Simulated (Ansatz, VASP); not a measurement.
**C in VASP and in Ansatz**

```
C
1.0
     0.00000    1.75088    1.88219
     1.75088    0.00000    1.88219
     1.75088    1.75088    0.00000
C
2
Cartesian
  1.7509 1.7509 1.8822
  2.6263 2.6263 2.8233
```

Alike in both runs: task single point; functional LDA; k mesh 12 × 12 × 12; occupations gaussian, width 0.05 eV; no spin polarisation.

|  | VASP | Ansatz |
| --- | --- | --- |
| version | VASP 6.6.1 | Ansatz 0.2.0 |
| potentials or method | VASP PAW LDA potentials, release 64 (C_h), cutoff 910 eV | scalar-relativistic, plane waves, PAW |
| valence electrons in the cell | 8 | 8 |

|  | VASP | Ansatz | Ansatz less VASP |
| --- | --- | --- | --- |
| gap on the k mesh at the Fermi level (eV) | 3.19 | 3.19 | +0.006 |
| least direct gap on the mesh (eV) | 4.86 | 4.86 | -0.001 |

Ansatz warns that its potentials were made for another functional, while VASP's fit it. LDA's correlation is that of Perdew and Zunger in VASP and of Perdew and Wang (1992) in Ansatz.

Noted on VASP's run: the cutoff is short for stress, so the pressure is rough.
